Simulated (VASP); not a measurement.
Set up this calculation in VASP 6.6.1, as the native input.

```
Task                   : single point
Functional             : PBEsol
Potentials or basis    : VASP PAW PBE potentials, release 64 (Cu, O)
Cutoff                 : 520 eV
k mesh                 : 10 × 10 × 6
Occupations            : fermi-dirac, width 0.05 eV
Spin                   : no spin polarisation
Hubbard terms          : Cu d U = 5.3 eV
Dipole correction      : no
Further INCAR settings : ALGO = Normal; EDIFF = 1e-06; NBANDS = 25
```

The structure of CuO lies in POSCAR:

```
CuO
1.0
    3.1795331000      0.0000000000      0.0000000000
   -1.5897665500      2.7535564400      0.0000000000
    0.0000000000      0.0000000000      4.4314907300
Cu O
2 2
Direct
    0.0000000000      0.0000000000      0.0000000000
    0.0000000000      0.0000000000      0.5000000000
    0.3333333333      0.6666666667      0.2500000000
    0.6666666667      0.3333333333      0.7500000000
```

The input as run:

INCAR

```
SYSTEM = CuO
PREC = Accurate
ENCUT = 520
EDIFF = 1E-6
ISMEAR = -1
SIGMA = 0.05
LREAL = .False.
LASPH = .True.
NELM = 150
ALGO = Normal
ISIF = 2
LWAVE = .False.
LCHARG = .False.
LMAXMIX = 4
LDAU = .True.
LDAUTYPE = 2
LDAUL = 2 -1
LDAUU = 5.3 0
LDAUJ = 0 0
LDAUPRINT = 1
GGA = PS
NBANDS = 25
```

KPOINTS

```
regular mesh
0
Gamma
  10 10 6
  0 0 0
```

Potentials or basis: VASP PAW PBE potentials, release 64 (Cu, O).

Command:

```sh
$ cat potpaw_PBE.64/Cu/POTCAR potpaw_PBE.64/O/POTCAR > POTCAR
$ mpirun -np 1 vasp_std > vasp.out
```

Results of the run:

| Quantity | Value |
| --- | --- |
| Pressure | -7.8 GPa |
| Band gap on the k mesh | zero (bands 17 and 18 overlap by 1.13 eV) |

Caveat: the cell stands under tension; the PAW data sets were made with another functional, which shifts forces and pressure a little; U without spin polarisation on a metal has little footing.

Run time: 94 s on 1 thread of AMD EPYC 7R43 64-Core Processor (Zen 3), with other jobs on the host, peak memory 0.14 GiB.
